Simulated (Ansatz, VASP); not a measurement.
One calculation of CdTe, two programs

```
CELL_PARAMETERS angstrom
0.00000 3.25000 3.25000
3.25000 0.00000 3.25000
3.25000 3.25000 0.00000
ATOMIC_POSITIONS crystal
Cd 0.00000 0.00000 0.00000
Te 0.25000 0.25000 0.25000
```

Alike in both runs: task single point; functional PBE; k mesh 6 × 6 × 6; occupations gaussian, width 0.1 eV; no spin polarisation.

|  | VASP | Ansatz |
| --- | --- | --- |
| version | VASP 6.6.1 | Ansatz 0.2.0 |
| potentials or method | VASP PAW PBE potentials, release 64 (Cd, Te), cutoff 500 eV | scalar-relativistic, plane waves, PAW |
| valence electrons in the cell | 18 | 36 |

```csv
,VASP,Ansatz,Ansatz less VASP
gap on the k mesh at the Fermi level (eV),0.74,0.74,-0.001
least direct gap on the mesh (eV),0.74,0.74,-0.001
pressure (GPa),2.3,2.2,-0.13
```

The functional is the same, so the differences come from potentials, cutoffs and numerics. VASP's potentials hold 18 valence electrons a cell and Ansatz's 36, so a difference there can come from the potentials and not from the codes.

Spin-orbit coupling is off throughout.
